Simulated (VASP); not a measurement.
The system is FePt.

```xyz
2
Lattice="2.7235 0.0000 0.0000 0.0000 2.7235 0.0000 0.0000 0.0000 3.7200" Properties=species:S:1:pos:R:3 pbc="T T T"
Fe    0.0000    0.0000    0.0000
Pt    1.3618    1.3618    1.8600
```

Base run:

```yaml
Program: VASP 6.6.1
Functional: LDA
Potentials_or_basis: VASP PAW LDA potentials, release 64 (Fe, Pt)
Cutoff: 600 eV
k_mesh: 7 × 7 × 5
Occupations: gaussian, width 0.1 eV
Spin: collinear spin, ferromagnetic start
Starting_moments: "[3.69, 0.79] μB"
Fixed_moment: 4.2 μB
```

Its results: pressure -3.0 GPa; site moments Fe +3.32; Pt +0.76 μB.

Q: After a change of settings the same cell gave: pressure -20.1 GPa; site moments Fe +2.02; Pt +0.06 μB. Which change was it?
A. fixed moment from 4.2 μB to 2.1 μB; moments at the start from [3.69, 0.79] to [2.28, 0.09]
B. fixed moment from 4.2 μB to 3.2 μB; moments at the start from [3.69, 0.79] to [3.16, 0.4]
C. fixed moment from 4.2 μB to 1.1 μB; moments at the start from [3.69, 0.79] to [1.2, 0.05]

A: A.

Caveats: the total moment is fixed, so each spin has its own Fermi level; the cell stands under tension (at least some runs).
